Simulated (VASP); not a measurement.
Here is a VASP 6.6.1 calculation.

The input INCAR:

```
PREC = Accurate ; ENCUT = 520
EDIFF = 1E-6 ; ISMEAR = 0
SIGMA = 0.05 ; LREAL = Auto
LASPH = True ; NELM = 100
ALGO = Normal ; ISIF = 2
LWAVE = False ; LCHARG = True
LDIPOL = True ; IDIPOL = 3
DIPOL = 0.5 0.5 0.293 ; LELF = True
LVHAR = True ; LVACPOTAV = True
NBANDS = 68
```

File KPOINTS:

```
regular mesh
0
Gamma
  6 4 1
```

The input POSCAR:

```
HC12
1.0
    4.8892663280      0.0000000000      0.0000000000
   -2.4446331640      6.7739291692      0.0000000000
    0.0000000000      0.0000000000     22.7684096771
C H
24 2
Direct
    0.4020794403      0.3041588806      0.1756820110
    0.4020794403      0.8041588805      0.1756820110
    0.9020794403      0.3041588806      0.1756820110
    0.9020794403      0.8041588805      0.1756820110
    0.1630408159      0.3260816317      0.2059829668
    0.1630408159      0.8260816317      0.2059829668
    0.6630408159      0.3260816317      0.2059829668
    0.6630408159      0.8260816317      0.2059829668
    0.1846395683      0.3692791367      0.2666259491
    0.1846395683      0.8692791367      0.2666259491
    0.6846395683      0.3692791367      0.2666259491
    0.6846395683      0.8692791367      0.2666259491
    0.4461625696      0.3923265051      0.2960492075
    0.4461625696      0.8923265051      0.2960492075
    0.9461625696      0.3923265051      0.2960492075
    0.9461625696      0.8923265051      0.2960492075
    0.4715644646      0.4431294558      0.3591099590
    0.4715644646      0.9431294558      0.3591099590
    0.9715644646      0.4431294558      0.3591099590
    0.9715644646      0.9431294558      0.3591099590
    0.2327030006      0.4654044969      0.3851129614
    0.2327030006      0.9654044969      0.3851129614
    0.7327030006      0.4654044969      0.3851129614
    0.7327030006      0.9654044969      0.3851129614
    0.2327030006      0.9133323862      0.4329863094
    0.2327030006      1.0174766075      0.4329863094
```

Potentials or basis: VASP PAW LDA potentials, release 64 (C, H).

The run is started by

```console
$ cat potpaw_LDA.64/C/POTCAR potpaw_LDA.64/H/POTCAR > POTCAR
$ mpirun -np 1 vasp_std > vasp.out
```

Task: Predict the band gap on the k mesh.

Result: Zero (filled and empty bands overlap).

Task: Predict the largest force.

Result: 6.347 eV/Å.

Forces on the atoms (eV/Å):
```
C    0.003  0.330  1.859
C    0.304  0.381  2.113
C    0.000  0.321  1.851
C   -0.302  0.384  2.113
C    0.000 -0.739 -3.494
C   -0.001 -0.857 -3.943
C    0.000 -0.738 -3.488
C    0.003 -0.648 -3.211
C   -0.027  0.391  1.535
C   -0.016  0.369  1.388
C    0.022  0.391  1.531
C    0.005  0.361  1.346
C    0.007  0.005  0.084
C    0.107  0.252  0.804
C   -0.002  0.068  0.046
C   -0.114  0.251  0.785
C    0.003 -0.084 -0.375
C    2.492 -0.135 -1.725
C    0.003 -0.111 -0.433
C   -2.498 -0.690 -1.698
C   -0.027  0.166  0.448
C   -0.089 -0.114  0.899
C    0.019  0.157  0.418
C    0.073  0.062  0.790
H    1.513 -5.944  0.274
H   -1.476  6.172  0.083
```
